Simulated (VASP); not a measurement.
Here is a VASP 6.6.1 calculation.

The input POSCAR:

```
AlCo3
1.0
    3.5749480000      0.0000000000      0.0000000000
    0.0000000000      3.5749480000      0.0000000000
    0.0000000000      0.0000000000      3.5749480000
Al Co
1 3
Direct
    0.0000000000      0.0000000000      0.0000000000
    0.5000000000      0.5000000000      0.0000000000
    0.5000000000      0.0000000000      0.5000000000
    0.0000000000      0.5000000000      0.5000000000
```

INCAR.step1

```
SYSTEM = AlCo3
  PREC = Accurate
  ENCUT = 520
  ISMEAR = 0
  SIGMA = 0.1
  LREAL = .FALSE.
  LASPH = .TRUE.
  NELM = 150
  ISPIN = 2
  MAGMOM = 0 3 3 3
  LMAXMIX = 4
  NBANDS = 27
  GGA = PE
  ALGO = Normal
  EDIFF = 1E-4
  LWAVE = .TRUE.
  LCHARG = .FALSE.
```

File INCAR.step2:

```
SYSTEM = AlCo3
  PREC = Accurate
  ENCUT = 520
  EDIFF = 1E-7
  ISMEAR = 0
  SIGMA = 0.1
  LREAL = .FALSE.
  LASPH = .TRUE.
  NELM = 150
  ALGO = Normal
  ISIF = 2
  LWAVE = .FALSE.
  LCHARG = .FALSE.
  ISPIN = 2
  MAGMOM = 0 3 3 3
  LORBIT = 11
  LMAXMIX = 4
  METAGGA = R2SCAN
  LMIXTAU = .TRUE.
  NBANDS = 27
  ISTART = 1
```

Contents of KPOINTS:

```
Automatic mesh
0
G
  6 6 6
  0 0 0
```

Potentials or basis: VASP PAW PBE potentials, release 64 (Al, Co).

Command:

```console
$ cat potpaw_PBE.64/Al/POTCAR potpaw_PBE.64/Co/POTCAR > POTCAR
$ cp INCAR.step1 INCAR
$ mpirun -np 1 vasp_std > vasp.out
$ cp INCAR.step2 INCAR
$ mpirun -np 1 vasp_std > vasp.out
```

Task: Estimate the site moments.

Result: Al -0.04; Co +1.60 μB.

Task: Predict the net moment.

Result: 4.58 μB per cell.

Task: Estimate the pressure.

Result: 2.0 GPa.

Caveat: the PAW data sets were made with another functional, which shifts forces and pressure a little.
